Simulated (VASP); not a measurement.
# Cs (P6/mmm) in VASP: single point with PBE

Aim: the single point of Cs with PBE.

All numbers are computed with VASP 6.6.1; they aren't measurements. Logs are shortened: lines on timing, memory, paths and dates and some standing lists are left out, and cuts for length are marked.

## Step 1: The cell of the first run

The structure is hexagonal, space group P6/mmm (No. 191). Conventional cell: a = 4.669 Å, b = 4.669 Å, c = 4.342 Å, α = 90.00°, β = 90.00°, γ = 120.00°. Within 5.7 Å of Cs (site symmetry 6/mmm) lie 8 Cs at 4.34 to 4.67 Å.

This isn't the form of Cs at room conditions, which is bcc.

## Step 2: Single point, PBE

Input file INCAR:

```
SYSTEM = Cs
  PREC = Accurate
  ENCUT = 520
  EDIFF = 1E-6
  ISMEAR = -1
  SIGMA = 0.05
  LREAL = .FALSE.
  LASPH = .TRUE.
  NELM = 100
  ALGO = Normal
  ISIF = 2
  LWAVE = .FALSE.
  LCHARG = .FALSE.
  GGA = PE
  NBANDS = 10
```

Input file KPOINTS:

```
regular mesh
0
G
  10 10 9
  0 0 0
```

Input file POSCAR:

```
Cs
1.0
    4.6692082735      0.0000000000      0.0000000000
   -2.3346041367      4.0436529804      0.0000000000
    0.0000000000      0.0000000000      4.3419617727
Cs
1
Direct
    0.0000000000      0.0000000000      0.0000000000
```

Potentials or basis: VASP PAW PBE potentials, release 64 (Cs_sv).

On the command line:

```sh
cat potpaw_PBE.64/Cs_sv/POTCAR > POTCAR
mpirun -np 1 vasp_std > vasp.out
```

OUTCAR:

```text
SYSTEM = Cs
   PREC = Accurate
   ENCUT = 520
   EDIFF = 1E-6
   ISMEAR = -1
   LREAL = .FALSE.
   LASPH = .TRUE.
   NELM = 100
   ISIF = 2
   GGA = PE

 ion  position               nearest neighbor table
   1  0.000  0.000  0.000-

  LATTYP: Found a hexagonal cell.
 ALAT       =     4.6692082735
 C/A-ratio  =     0.9299139208

  Lattice vectors:

 A1 = (   4.6692082735,   0.0000000000,   0.0000000000)
 A2 = (  -2.3346041367,   4.0436529804,   0.0000000000)
 A3 = (   0.0000000000,   0.0000000000,   4.3419617727)

Analysis of symmetry for initial positions (statically):
=====================================================================
 Subroutine PRICEL returns:
 Original cell was already a primitive cell.

 Routine SETGRP: Setting up the symmetry group for a
 hexagonal supercell.

 Subroutine GETGRP returns: Found 24 space group operations
 (whereof 24 operations were pure point group operations)
 out of a pool of 24 trial point group operations.

The static configuration has the point symmetry D_6h.

Analysis of symmetry for dynamics (positions and initial velocities):
=====================================================================
 Subroutine PRICEL returns:
 Original cell was already a primitive cell.

 Routine SETGRP: Setting up the symmetry group for a
 hexagonal supercell.

 Subroutine GETGRP returns: Found 24 space group operations
 (whereof 24 operations were pure point group operations)
 out of a pool of 24 trial point group operations.

The dynamic configuration has the point symmetry D_6h.

 Subroutine INISYM returns: Found 24 space group operations
 (whereof 24 operations are pure point group operations),
 and found     1 'primitive' translations

----------------------------------------------------------------------------------------

                                     Primitive cell

  volume of cell :      81.9791

  direct lattice vectors                    reciprocal lattice vectors
     4.669208273  0.000000000  0.000000000     0.214169071  0.123650571  0.000000000
    -2.334604137  4.043652980  0.000000000     0.000000000  0.247301142  0.000000000
     0.000000000  0.000000000  4.341961773     0.000000000  0.000000000  0.230310641

  length of vectors
     4.669208273  4.669208273  4.341961773     0.247301142  0.247301142  0.230310641

  position of ions in fractional coordinates (direct lattice)
     0.000000000  0.000000000  0.000000000

  ion indices of the primitive-cell ions
   primitive index   ion index
                 1           1

----------------------------------------------------------------------------------------

 KPOINTS: regular mesh

Automatic generation of k-mesh.
 Grid dimensions read from file:
 generate k-points for:   10   10    9

 Generating k-lattice:

  Cartesian coordinates                     Fractional coordinates (reciprocal lattice)
     0.021416907  0.012365057  0.000000000     0.100000000 -0.000000000  0.000000000
     0.000000000  0.024730114  0.000000000     0.000000000  0.100000000  0.000000000
     0.000000000  0.000000000  0.025590071     0.000000000  0.000000000  0.111111111

  Length of vectors
     0.024730114  0.024730114  0.025590071

  Shift w.r.t. Gamma in fractional coordinates (k-lattice)
     0.000000000  0.000000000  0.000000000

 Subroutine IBZKPT returns following result:
 ===========================================

 Found     70 irreducible k-points:

 Following reciprocal coordinates:
            Coordinates               Weight
  0.000000  0.000000  0.000000      1.000000
  0.100000  0.000000  0.000000      6.000000
  0.200000  0.000000  0.000000      6.000000
  0.300000  0.000000  0.000000      6.000000
  0.400000  0.000000  0.000000      6.000000
  0.500000  0.000000  0.000000      3.000000
[... 16 lines left out ...]
  0.300000  0.100000  0.111111     24.000000
  0.400000  0.100000  0.111111     24.000000
 [... further k-points ...]
   k-points           NKPTS =     70   k-points in BZ     NKDIM =     70   number of bands    NBANDS=     10
   number of dos      NEDOS =    301   number of ions     NIONS =      1
   total plane-waves  NPLWV =  41472
   dimension x,y,z NGX =    36 NGY =   36 NGZ =   32
   dimension x,y,z NGXF=    72 NGYF=   72 NGZF=   64
   ions per type =               1
   NGX,Y,Z   is equivalent  to a cutoff of  12.82, 12.82, 12.25 a.u.
   NGXF,Y,Z  is equivalent  to a cutoff of  25.64, 25.64, 24.50 a.u.
 SYSTEM =  Cs
   PREC   = accura    normal or accurate (medium, high low for compatibility)
   ISTART =      0    job   : 0-new  1-cont  2-samecut
   ICHARG =      2    charge: 1-file 2-atom 10-const
   ISPIN  =      1    spin polarized calculation?
   LNONCOLLINEAR =      F non collinear calculations
   LSORBIT =      F    spin-orbit coupling
   LASPH  =      T    aspherical Exc in radial PAW
   ENCUT  =  520.0 eV  38.22 Ry    6.18 a.u.   8.68  8.68  8.07*2*pi/ulx,y,z
   NELM   =    100;   NELMIN=  2; NELMDL= -5     # of ELM steps
   EDIFF  = 0.1E-05   stopping-criterion for ELM
   LREAL  =      F    real-space projection
   EDIFFG = 0.1E-04   stopping-criterion for IOM
   NSW    =      0    number of steps for IOM
   IBRION =     -1    ionic relax: 0-MD 1-quasi-New 2-CG
   NFREE  =      0    steps in history (QN), initial steepest desc. (CG)
   ISIF   =      2    stress and relaxation
   ISYM   =      2    0-nonsym 1-usesym 2-fastsym
   POTIM  = 0.5000    time-step for ionic-motion
   TEBEG  =    0.0;   TEEND  =   0.0 temperature during run
   PSTRESS=    0.0 pullay stress
   NELECT =       9.0000    total number of electrons
   NUPDOWN=      -1.0000    fix difference up-down
   EMIN   =  10.00;   EMAX   =-10.00  energy-range for DOS
   EFERMI =   0.00;   METHOD = LEGACY
   ISMEAR =    -1;   SIGMA  =   0.05  broadening in eV -4-tet -1-fermi 0-gaus
   EFERMI_NEDOS =   21; number of points for ismear=-14 and -15
   IALGO  =     38    algorithm
   IMIX   =      4    mixing-type and parameters
     AMIX     =   0.40;   BMIX     =  1.00
     AMIX_MAG =   1.60;   BMIX_MAG =  1.00
  volume/ion in A,a.u.               =      81.98       553.22
  Fermi-wavevector in a.u.,A,eV,Ry     =   0.783889  1.481336  8.360537  0.614482
  Thomas-Fermi vector in A             =   1.887910
   LORBIT       =      0    0 simple, 1 ext, 2 COOP (PROOUT), +10 PAW based schemes
   GGA     = PE    functional components
[... 5 lines left out ...]
 non-spin polarized calculation
  energy-cutoff  :      520.00
  volume of cell :       81.98
 maximum number of plane-waves:      2229
 NGX is ok and might be reduce to    36
   NGX = 17   NGY = 17   NGZ = 17

 number of electron       8.9999999 magnetization

 Free energy of the ion-electron system (eV)
  ---------------------------------------------------
  ext. energy  EPLUGINS =         0.00000000
  ---------------------------------------------------
  free energy    TOTEN  =        -0.67370918 eV

  energy without entropy =       -0.65834896  energy(sigma->0) =       -0.66602907

 E-fermi :   1.4837     XC(G=0):  -6.3386

 val. band max:        1.4707210487   @ k =   0.4000   0.0000   0.2222
 cond. band min:       1.4908301763   @ k =   0.4000   0.1000   0.1111
 fundamental gap:      0.0201091276
 Fermi energy:         1.4837360208

 k-point     1 :       0.0000    0.0000    0.0000
  band No.  band energies     occupation
      1     -22.3968      2.00000
      2      -9.0113      2.00000
      3      -9.0113      2.00000
      4      -8.9710      2.00000
      5      -0.5175      2.00000
      6       2.7368      0.00000
      7       4.0495      0.00000
      8       4.0495      0.00000
      9       6.9688      0.00000
     10       6.9968      0.00000

 k-point     2 :       0.1000    0.0000    0.0000
  band No.  band energies     occupation
      1     -22.3936      2.00000
      2      -9.0586      2.00000
      3      -9.0215      2.00000
      4      -8.9661      2.00000
      5      -0.3706      2.00000
      6       2.8070      0.00000
      7       3.7436      0.00000
      8       4.1959      0.00000
      9       6.5065      0.00000
     10       6.9475      0.00000

 k-point     3 :       0.2000    0.0000    0.0000
  band No.  band energies     occupation
      1     -22.3853      2.00000
      2      -9.1784      2.00000
      3      -9.0480      2.00000
      4      -8.9533      2.00000
      5       0.0316      2.00000
      6       2.9487      0.00000
      7       3.2371      0.00000
      8       4.6239      0.00000
      9       5.8596      0.00000
     10       6.8258      0.00000

 k-point     4 :       0.3000    0.0000    0.0000
  band No.  band energies     occupation
      1     -22.3749      2.00000
      2      -9.3191      2.00000
      3      -9.0802      2.00000
      4      -8.9373      2.00000
      5       0.5803      2.00000
      6       2.6959      0.00000
      7       3.2239      0.00000
      8       5.2991      0.00000
      9       5.3567      0.00000
     10       6.6879      0.00000
[... 222 lines left out ...]
 k-point    22 :       0.2000    0.1000    0.1111
  band No.  band energies     occupation
      1     -22.3741      2.00000
      2      -9.2519      2.00000
      3      -9.0745      2.00000
      4      -9.0121      2.00000
      5       0.5265      2.00000
      6       2.9166      0.00000
      7       3.2959      0.00000
      8       4.7895      0.00000
      9       5.3420      0.00000
     10       6.1449      0.00000

 k-point    23 :       0.3000    0.1000    0.1111
  band No.  band energies     occupation
      1     -22.3647      2.00000
      2      -9.3666      2.00000
      3      -9.1119      2.00000
      4      -8.9961      2.00000
      5       1.0802      1.99938
      6       2.5748      0.00000
      7       3.3994      0.00000
      8       4.7036      0.00000
      9       5.6725      0.00000
     10       6.1753      0.00000

 k-point    24 :       0.4000    0.1000    0.1111
  band No.  band energies     occupation
      1     -22.3589      2.00000
      2      -9.4351      2.00000
      3      -9.1348      2.00000
      4      -8.9862      2.00000
      5       1.4908      0.92918
      6       2.4459      0.00000
      7       3.2303      0.00000
      8       4.8464      0.00000
      9       5.6195      0.00000
     10       6.7777      0.00000

 [... further k-points ...]

------------------------ aborting loop because EDIFF is reached ----------------------------------------

  FORCE on cell =-STRESS in cart. coord.  units (eV):
  Direction    XX          YY          ZZ          XY          YZ          ZX
  --------------------------------------------------------------------------------------
  -------------------------------------------------------------------------------------
  Total        0.6635169      0.6635169      0.6641644      0.0000000      0.0000000      0.0000000
  in kB       12.9675947     12.9675947     12.9802502      0.0000000      0.0000000      0.0000000
  external PRESSURE =      12.9718132 kB  Pullay stress =       0.0000000 kB

 VOLUME and BASIS-vectors are now :
 -----------------------------------------------------------------------------
  energy-cutoff  :      520.00
  volume of cell :       81.98
      direct lattice vectors                 reciprocal lattice vectors
     4.669208273  0.000000000  0.000000000     0.214169071  0.123650571  0.000000000
    -2.334604137  4.043652980  0.000000000     0.000000000  0.247301142  0.000000000
     0.000000000  0.000000000  4.341961773     0.000000000  0.000000000  0.230310641

 POSITION                                       TOTAL-FORCE (eV/Angst)
 -----------------------------------------------------------------------------------
      0.00000      0.00000      0.00000         0.000000      0.000000      0.000000
 -----------------------------------------------------------------------------------
    total drift:                                0.000000      0.000000     -0.000000

  FREE ENERGIE OF THE ION-ELECTRON SYSTEM (eV)
  ---------------------------------------------------
  free  energy   TOTEN  =        -0.6737091830 eV

  energy  without entropy=       -0.6583489601  energy(sigma->0) =       -0.66602907
```

It took 19 s on 1 thread of Intel Xeon 6975P-C (Granite Rapids), shared host; peak memory 0.21 GiB.

Results:

- Free energy: -0.6737 eV
- Pressure: 1.3 GPa
- Band gap on the k mesh: zero (an odd number of electrons rules out a gap without spin polarisation)

Levels at points of the mesh, in eV from the Fermi level:
| k point | band 2 | band 3 | band 4 | band 5 | band 6 | band 7 | band 8 | band 9 |
| --- | --- | --- | --- | --- | --- | --- | --- | --- |
| (0.00, 0.00, 0.00) | -10.50 | -10.50 | -10.45 | -2.00 | 1.25 | 2.57 | 2.57 | 5.49 |
| (0.50, 0.00, 0.00) | -10.95 | -10.60 | -10.40 | -0.20 | 1.13 | 1.48 | 3.45 | 5.06 |

Caveat: spin-orbit coupling is left out, which moves the levels of the heavy elements.
